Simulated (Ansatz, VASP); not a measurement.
# Two plane-wave programs on Cs

```
Cs
1.0
     4.37519   -9.22822    0.00000
     4.37519    9.22822    0.00000
     0.00000    0.00000    5.56284
Cs
4
Direct
  0.13187 0.86813 0.00173
  0.63187 0.36813 0.49827
  0.86813 0.13187 0.99827
  0.36813 0.63187 0.50173
```

Alike in both runs: functional PBEsol; k mesh 6 × 6 × 6; occupations gaussian, width 0.1 eV; no spin polarisation.

Ansatz relaxed the structure, and its values are those at the end. VASP's run is a single point on that final structure, the one shown.

|  | VASP | Ansatz |
| --- | --- | --- |
| version | VASP 6.6.1 | Ansatz 0.2.0 |
| potentials or method | VASP PAW PBE potentials, release 64 (Cs_sv), cutoff 520 eV | scalar-relativistic, plane waves, PAW |
| valence electrons in the cell | 36 | 36 |

|  | VASP | Ansatz | Ansatz less VASP |
| --- | --- | --- | --- |
| gap on the k mesh at the Fermi level (eV) | none | none | - |
| pressure (GPa) | 0.0 | 0.0 | 0.00 |

VASP's potentials were made for PBE, not for PBEsol. A gap of «none» marks a metal or a gap that the smearing closes. The functional is the same, so the differences come from potentials, cutoffs and numerics.

Neither program's run includes spin-orbit coupling.
